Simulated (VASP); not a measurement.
Set up this calculation in VASP 6.6.1, as the native input.

```yaml
Task: single point
Functional: PBEsol
Potentials_or_basis: VASP PAW PBE potentials, release 64 (Sb)
Cutoff: 520 eV
k_mesh: 13 × 13 × 13
Occupations: fermi-dirac, width 0.05 eV
Spin: no spin polarisation
Dipole_correction: no
Further_INCAR_settings: ALGO = Normal; EDIFF = 1e-07; NBANDS = 8
```

The structure of Sb lies in POSCAR:

```
Sb
1.0
    3.2219765188      0.0000000000      0.0000000000
    0.0000000000      3.2219765188      0.0000000000
    0.0000000000      0.0000000000      3.2219765188
Sb
1
Direct
    0.0000000000      0.0000000000      0.0000000000
```

This cell differs from its parent crystal: volume scaled by 1.06.

The input as run:

INCAR

```
SYSTEM = Sb
PREC = Accurate ; ENCUT = 520
EDIFF = 1E-7 ; ISMEAR = -1
SIGMA = 0.05 ; LREAL = .FALSE.
LASPH = .TRUE. ; NELM = 100
ALGO = Normal ; ISIF = 2
LWAVE = .FALSE. ; LCHARG = .TRUE.
GGA = PS ; LELF = .TRUE.
LVHAR = .TRUE. ; NBANDS = 8
```

KPOINTS

```
Automatic mesh
0
G
  13 13 13
  0 0 0
```

Potentials or basis: VASP PAW PBE potentials, release 64 (Sb).

Launch:

```console
$ cat potpaw_PBE.64/Sb/POTCAR > POTCAR
$ mpirun -np 1 vasp_std > vasp.out
```

Results of the run:

| Property | Result |
| --- | --- |
| Pressure | -6.9 GPa |

Caveat: the PAW data sets were made with another functional, which shifts forces and pressure a little.

It took 4.7 s on 1 thread of Intel(R) Xeon(R) 6975P-C (Granite Rapids), with other jobs on the host, peak memory 0.14 GiB.
